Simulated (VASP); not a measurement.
The system is Cr.

```xyz
1
Lattice="-1.4420 1.4420 1.4420 1.4420 -1.4420 1.4420 1.4420 1.4420 -1.4420" Properties=species:S:1:pos:R:3 pbc="T T T"
Cr    0.0000    0.0000    0.0000
```

Base run:

* Program: VASP 6.6.1
* Functional: PBE
* Potentials or basis: VASP PAW PBE potentials, release 64 (Cr_pv)
* Cutoff: 500 eV
* k mesh: 13 × 13 × 13
* Occupations: fermi-dirac, width 0.1 eV
* Spin: collinear spin, ferromagnetic start
* Starting moments: [1.16] μB
* Fixed moment: 1.2 μB

Its results: pressure 3.0 GPa; site moments Cr +1.12 μB.

Problem. The run is repeated on the same cell with these changes: fixed moment from 1.2 μB to 0.6 μB; moments at the start from [1.16] to [0.58]. What comes out?

Solution. Pressure -5.8 GPa; site moments Cr +0.56 μB.

Caveats: the total moment is fixed, so each spin has its own Fermi level; the cell stands under tension (at least some runs).
